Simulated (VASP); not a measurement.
# Nb3Pb (Pm-3n) in VASP: single point with PBE

Aim: the single point of Nb3Pb with PBE.

Program: VASP 6.6.1. These are calculated values, not measurements. Logs are shortened: lines on timing, memory, paths and dates and some standing lists are left out, and cuts for length are marked.

### Step 1. The cell of the first run

It takes space group Pm-3n (No. 223, cubic). Conventional cell: a = 5.319 Å, b = 5.319 Å, c = 5.319 Å, α = 90.00°, β = 90.00°, γ = 90.00°. Within 3.5 Å of Nb (site symmetry -4m2) lie 10 Nb at 2.66 to 3.26 Å and 4 Pb at 2.97 Å. Pb (site symmetry m-3) has 12 Nb at 2.97 Å within 3.9 Å.

### Step 2. Single point, PBE

Input file INCAR:

```
PREC = Accurate
ENCUT = 520
EDIFF = 1E-6
ISMEAR = -1
SIGMA = 0.05
LREAL = F
LASPH = T
NELM = 100
ALGO = Normal
ISIF = 2
LWAVE = F
LCHARG = F
GGA = PE
NBANDS = 63
```

Input file KPOINTS:

```
regular mesh
0
Gamma
  6 6 6
```

Input file POSCAR:

```
Nb3Pb
1.0
    5.3190000000      0.0000000000      0.0000000000
    0.0000000000      5.3190000000      0.0000000000
    0.0000000000      0.0000000000      5.3190000000
Nb Pb
6 2
Direct
    0.2500000000      0.0000000000      0.5000000000
    0.5000000000      0.7500000000      0.0000000000
    0.7500000000      0.0000000000      0.5000000000
    0.5000000000      0.2500000000      0.0000000000
    0.0000000000      0.5000000000      0.7500000000
    0.0000000000      0.5000000000      0.2500000000
    0.0000000000      0.0000000000      0.0000000000
    0.5000000000      0.5000000000      0.5000000000
```

Potentials or basis: VASP PAW PBE potentials, release 64 (Nb_sv, Pb_d).

Launch:

```sh
> cat potpaw_PBE.64/Nb_sv/POTCAR potpaw_PBE.64/Pb_d/POTCAR > POTCAR
> mpirun -np 1 vasp_std > vasp.out
```

OUTCAR:

```text
PREC = Accurate
   ENCUT = 520
   EDIFF = 1E-6
   ISMEAR = -1
   LREAL = F
   LASPH = T
   NELM = 100
   ISIF = 2
   GGA = PE

 ion  position               nearest neighbor table
   1  0.250  0.000  0.500-   3 2.66   3 2.66   8 2.97   7 2.97   8 2.97   7 2.97
   2  0.500  0.750  0.000-   4 2.66   4 2.66   8 2.97   8 2.97   7 2.97   7 2.97
   3  0.750  0.000  0.500-   1 2.66   1 2.66   8 2.97   7 2.97   8 2.97   7 2.97
   4  0.500  0.250  0.000-   2 2.66   2 2.66   8 2.97   8 2.97   7 2.97   7 2.97
   5  0.000  0.500  0.750-   6 2.66   6 2.66   8 2.97   7 2.97   7 2.97   8 2.97
   6  0.000  0.500  0.250-   5 2.66   5 2.66   8 2.97   7 2.97   7 2.97   8 2.97
   7  0.000  0.000  0.000-   1 2.97   2 2.97   3 2.97   4 2.97   5 2.97   6 2.97   1 2.97   3 2.97
                             5 2.97   6 2.97   2 2.97   4 2.97
   8  0.500  0.500  0.500-   1 2.97   2 2.97   3 2.97   4 2.97   5 2.97   6 2.97   2 2.97   4 2.97
                             1 2.97   3 2.97   5 2.97   6 2.97

  LATTYP: Found a simple cubic cell.
 ALAT       =     5.3190000000

  Lattice vectors:

 A1 = (   5.3190000000,   0.0000000000,   0.0000000000)
 A2 = (   0.0000000000,   5.3190000000,   0.0000000000)
 A3 = (   0.0000000000,   0.0000000000,   5.3190000000)

Analysis of symmetry for initial positions (statically):
=====================================================================
 Subroutine PRICEL returns:
 Original cell was already a primitive cell.

 Routine SETGRP: Setting up the symmetry group for a
 simple cubic supercell.

 Subroutine GETGRP returns: Found 48 space group operations
 (whereof 24 operations were pure point group operations)
 out of a pool of 48 trial point group operations.

The static configuration has the point symmetry T_h .
 The point group associated with its full space group is O_h .

Analysis of symmetry for dynamics (positions and initial velocities):
=====================================================================
 Subroutine PRICEL returns:
 Original cell was already a primitive cell.

 Routine SETGRP: Setting up the symmetry group for a
 simple cubic supercell.

 Subroutine GETGRP returns: Found 48 space group operations
 (whereof 24 operations were pure point group operations)
 out of a pool of 48 trial point group operations.

The dynamic configuration has the point symmetry T_h .
 The point group associated with its full space group is O_h .

 Subroutine INISYM returns: Found 48 space group operations
 (whereof 24 operations are pure point group operations),
 and found     1 'primitive' translations

----------------------------------------------------------------------------------------

                                     Primitive cell

  volume of cell :     150.4839

  direct lattice vectors                    reciprocal lattice vectors
     5.319000000  0.000000000  0.000000000     0.188005264  0.000000000  0.000000000
     0.000000000  5.319000000  0.000000000     0.000000000  0.188005264  0.000000000
     0.000000000  0.000000000  5.319000000     0.000000000  0.000000000  0.188005264

  length of vectors
     5.319000000  5.319000000  5.319000000     0.188005264  0.188005264  0.188005264

  position of ions in fractional coordinates (direct lattice)
     0.250000000  0.000000000  0.500000000
     0.500000000  0.750000000  0.000000000
     0.750000000  0.000000000  0.500000000
     0.500000000  0.250000000  0.000000000
     0.000000000  0.500000000  0.750000000
     0.000000000  0.500000000  0.250000000
     0.000000000  0.000000000  0.000000000
     0.500000000  0.500000000  0.500000000

  ion indices of the primitive-cell ions
   primitive index   ion index
                 1           1
                 2           2
                 3           3
                 4           4
                 5           5
                 6           6
                 7           7
                 8           8

----------------------------------------------------------------------------------------

 KPOINTS: regular mesh

Automatic generation of k-mesh.
 Grid dimensions read from file:
 generate k-points for:    6    6    6

 Generating k-lattice:

  Cartesian coordinates                     Fractional coordinates (reciprocal lattice)
     0.031334211  0.000000000  0.000000000     0.166666667  0.000000000  0.000000000
     0.000000000  0.031334211  0.000000000     0.000000000  0.166666667  0.000000000
     0.000000000  0.000000000  0.031334211     0.000000000  0.000000000  0.166666667

  Length of vectors
     0.031334211  0.031334211  0.031334211

  Shift w.r.t. Gamma in fractional coordinates (k-lattice)
     0.000000000  0.000000000  0.000000000

 Subroutine IBZKPT returns following result:
 ===========================================

 Found     20 irreducible k-points:

 Following reciprocal coordinates:
            Coordinates               Weight
  0.000000  0.000000  0.000000      1.000000
  0.166667  0.000000  0.000000      6.000000
  0.333333  0.000000  0.000000      6.000000
  0.500000  0.000000  0.000000      3.000000
  0.166667  0.166667  0.000000     12.000000
  0.333333  0.166667  0.000000     24.000000
[... 12 lines left out ...]
  0.500000  0.500000  0.333333      6.000000
  0.500000  0.500000  0.500000      1.000000
   k-points           NKPTS =     20   k-points in BZ     NKDIM =     20   number of bands    NBANDS=     63
   number of dos      NEDOS =    301   number of ions     NIONS =      8
   total plane-waves  NPLWV =  64000
   dimension x,y,z NGX =    40 NGY =   40 NGZ =   40
   dimension x,y,z NGXF=    80 NGYF=   80 NGZF=   80
   ions per type =               6   2
   NGX,Y,Z   is equivalent  to a cutoff of  12.50, 12.50, 12.50 a.u.
   NGXF,Y,Z  is equivalent  to a cutoff of  25.00, 25.00, 25.00 a.u.
 SYSTEM =  unknown system
   PREC   = accura    normal or accurate (medium, high low for compatibility)
   ISTART =      0    job   : 0-new  1-cont  2-samecut
   ICHARG =      2    charge: 1-file 2-atom 10-const
   ISPIN  =      1    spin polarized calculation?
   LNONCOLLINEAR =      F non collinear calculations
   LSORBIT =      F    spin-orbit coupling
   LASPH  =      T    aspherical Exc in radial PAW
   ENCUT  =  520.0 eV  38.22 Ry    6.18 a.u.   9.89  9.89  9.89*2*pi/ulx,y,z
   NELM   =    100;   NELMIN=  2; NELMDL= -5     # of ELM steps
   EDIFF  = 0.1E-05   stopping-criterion for ELM
   LREAL  =      F    real-space projection
   EDIFFG = 0.1E-04   stopping-criterion for IOM
   NSW    =      0    number of steps for IOM
   IBRION =     -1    ionic relax: 0-MD 1-quasi-New 2-CG
   NFREE  =      0    steps in history (QN), initial steepest desc. (CG)
   ISIF   =      2    stress and relaxation
   ISYM   =      2    0-nonsym 1-usesym 2-fastsym
   POTIM  = 0.5000    time-step for ionic-motion
   TEBEG  =    0.0;   TEEND  =   0.0 temperature during run
   PSTRESS=    0.0 pullay stress
   NELECT =     106.0000    total number of electrons
   NUPDOWN=      -1.0000    fix difference up-down
   EMIN   =  10.00;   EMAX   =-10.00  energy-range for DOS
   EFERMI =   0.00;   METHOD = LEGACY
   ISMEAR =    -1;   SIGMA  =   0.05  broadening in eV -4-tet -1-fermi 0-gaus
   EFERMI_NEDOS =   21; number of points for ismear=-14 and -15
   IALGO  =     38    algorithm
   IMIX   =      4    mixing-type and parameters
     AMIX     =   0.40;   BMIX     =  1.00
     AMIX_MAG =   1.60;   BMIX_MAG =  1.00
  volume/ion in A,a.u.               =      18.81       126.94
  Fermi-wavevector in a.u.,A,eV,Ry     =   1.456622  2.752616 28.868120  2.121747
  Thomas-Fermi vector in A             =   2.573518
   LORBIT       =      0    0 simple, 1 ext, 2 COOP (PROOUT), +10 PAW based schemes
   GGA     = PE    functional components
   LHFCALC =     F    Hartree Fock is set to
   AEXX    =    0.0000 exact exchange contribution
   IVDW    =     0    specifies the selected vdW correction
   LEPSILON=     F    determine dielectric tensor
   LRPA    =     F    only Hartree local field effects (RPA)
 non-spin polarized calculation
  energy-cutoff  :      520.00
  volume of cell :      150.48
 maximum number of plane-waves:      4076
 NGX is ok and might be reduce to    40
   NGX = 19   NGY = 19   NGZ = 19

 number of electron     106.0000016 magnetization

 Free energy of the ion-electron system (eV)
  ---------------------------------------------------
  ext. energy  EPLUGINS =         0.00000000
  ---------------------------------------------------
  free energy    TOTEN  =       -67.49191627 eV

  energy without entropy =      -67.39563327  energy(sigma->0) =      -67.44377477

 E-fermi :  11.3645     XC(G=0): -12.3823

 val. band max:       11.3574518869   @ k =   0.5000   0.3333   0.0000
 cond. band min:      11.3827973499   @ k =   0.1667   0.1667   0.0000
 fundamental gap:      0.0253454630
 Fermi energy:        11.3644810514

 k-point     1 :       0.0000    0.0000    0.0000
  band No.  band energies     occupation
      1     -43.2694      2.00000
      2     -43.2025      2.00000
      3     -43.2025      2.00000
      4     -42.9952      2.00000
      5     -42.9952      2.00000
      6     -42.9952      2.00000
[... 55 lines left out ...]
     62      15.1039      0.00000
     63      15.1520      0.00000

 k-point     2 :       0.1667    0.0000    0.0000
  band No.  band energies     occupation
      1     -43.2620      2.00000
      2     -43.2058      2.00000
      3     -43.1920      2.00000
      4     -43.0106      2.00000
      5     -42.9952      2.00000
      6     -42.9952      2.00000
[... 55 lines left out ...]
     62      14.8451      0.00000
     63      14.9002      0.00000

 k-point     3 :       0.3333    0.0000    0.0000
  band No.  band energies     occupation
      1     -43.2457      2.00000
      2     -43.2152      2.00000
      3     -43.1588      2.00000
      4     -43.0522      2.00000
      5     -42.9952      2.00000
      6     -42.9952      2.00000
[... 1111 lines left out ...]
     62      13.7925      0.00000
     63      14.0445      0.00000

 k-point    20 :       0.5000    0.5000    0.5000
  band No.  band energies     occupation
      1     -43.1115      2.00000
      2     -43.1115      2.00000
      3     -43.1115      2.00000
      4     -43.1115      2.00000
      5     -43.1115      2.00000
      6     -43.1115      2.00000
[... 55 lines left out ...]
     62      13.7556      0.00000
     63      13.7568      0.00000

------------------------ aborting loop because EDIFF is reached ----------------------------------------

  FORCE on cell =-STRESS in cart. coord.  units (eV):
  Direction    XX          YY          ZZ          XY          YZ          ZX
  --------------------------------------------------------------------------------------
  -------------------------------------------------------------------------------------
  Total        4.2033120      4.2033120      4.2033120     -0.0000000      0.0000000      0.0000000
  in kB       44.7519785     44.7519785     44.7519785     -0.0000000      0.0000000      0.0000000
  external PRESSURE =      44.7519785 kB  Pullay stress =       0.0000000 kB

 VOLUME and BASIS-vectors are now :
 -----------------------------------------------------------------------------
  energy-cutoff  :      520.00
  volume of cell :      150.48
      direct lattice vectors                 reciprocal lattice vectors
     5.319000000  0.000000000  0.000000000     0.188005264  0.000000000  0.000000000
     0.000000000  5.319000000  0.000000000     0.000000000  0.188005264  0.000000000
     0.000000000  0.000000000  5.319000000     0.000000000  0.000000000  0.188005264

 POSITION                                       TOTAL-FORCE (eV/Angst)
 -----------------------------------------------------------------------------------
      1.32975      0.00000      2.65950        -0.000000     -0.000000      0.000000
      2.65950      3.98925      0.00000         0.000000     -0.000000      0.000000
      3.98925      0.00000      2.65950         0.000000     -0.000000     -0.000000
      2.65950      1.32975      0.00000        -0.000000     -0.000000     -0.000000
      0.00000      2.65950      3.98925        -0.000000      0.000000      0.000000
      0.00000      2.65950      1.32975         0.000000      0.000000      0.000000
      0.00000      0.00000      0.00000         0.000000     -0.000000      0.000000
      2.65950      2.65950      2.65950         0.000000     -0.000000      0.000000
 -----------------------------------------------------------------------------------
    total drift:                                0.000000     -0.000000      0.000000

  FREE ENERGIE OF THE ION-ELECTRON SYSTEM (eV)
  ---------------------------------------------------
  free  energy   TOTEN  =       -67.4919162690 eV

  energy  without entropy=      -67.3956332708  energy(sigma->0) =      -67.44377477
```

Run time: 2.8 min. Hardware: 1 thread of Oxide Virtual Turin-like, shared host; peak memory 0.29 GiB.

Results:

| Property | Result |
| --- | --- |
| Free energy | -67.4919 eV |
| Pressure | 4.5 GPa |
| Band gap on the k mesh | zero (band 53 reaches 11.58 eV, above the bottom of band 54 at 10.99 eV) |

Levels at points of the mesh, in eV from the Fermi level:
| k point | band 49 | band 50 | band 51 | band 52 | band 53 | band 54 | band 55 | band 56 | band 57 | band 58 |
| --- | --- | --- | --- | --- | --- | --- | --- | --- | --- | --- |
| (0.00, 0.00, 0.00) | -1.47 | -0.47 | -0.47 | -0.47 | -0.10 | -0.10 | 1.45 | 2.22 | 2.22 | 2.22 |
| (0.50, 0.00, 0.00) | -0.94 | -0.94 | -0.84 | -0.84 | -0.38 | -0.38 | 1.47 | 1.47 | 2.10 | 2.10 |
| (0.50, 0.50, 0.00) | 0.06 | 0.06 | 0.14 | 0.18 | 0.18 | 0.68 | 0.70 | 0.70 | 0.77 | 0.87 |
| (0.50, 0.50, 0.50) | 0.09 | 0.09 | 0.09 | 0.09 | 0.09 | 0.09 | 0.20 | 0.20 | 0.20 | 0.20 |

Caveat: spin-orbit coupling is left out, which moves the levels of the heavy elements.
